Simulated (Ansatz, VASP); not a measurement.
# NiHg4 in VASP and in Ansatz

```
Ni Hg
1.0
    -3.08493    3.08493    3.08493
     3.08493   -3.08493    3.08493
     3.08493    3.08493   -3.08493
Ni Hg
1 4
Cartesian
  0.0000 0.0000 0.0000
  1.5425 1.5425 -1.5425
  -1.5425 1.5425 1.5425
  1.5425 1.5425 1.5425
  1.5425 -1.5425 1.5425
```

Alike in both runs: task relaxation of cell and atoms; functional LDA; k mesh 8 × 8 × 8; occupations gaussian, width 0.1 eV; no spin polarisation.

|  | VASP | Ansatz |
| --- | --- | --- |
| version | VASP 6.6.1 | Ansatz 0.2.0 |
| potentials or method | VASP PAW LDA potentials, release 64 (Ni_sv_GW, Hg_sv_GW), cutoff 590 eV | scalar-relativistic, plane waves, PAW |
| valence electrons in the cell | 98 | 98 |

|  | VASP | Ansatz | Ansatz less VASP |
| --- | --- | --- | --- |
| gap on the k mesh at the Fermi level, each at its own relaxed structure (eV) | none | none | - |
| relaxed volume (Å³/atom) | 20.93 | 20.90 | -0.031 |
| relaxed cell length with the largest relative difference (Å) | 5.142 | 5.139 | -0.0025 |

LDA's correlation is that of Perdew and Zunger in VASP and of Perdew and Wang (1992) in Ansatz. A gap of «none» marks a metal or a gap that the smearing closes.

Spin-orbit coupling is off throughout.
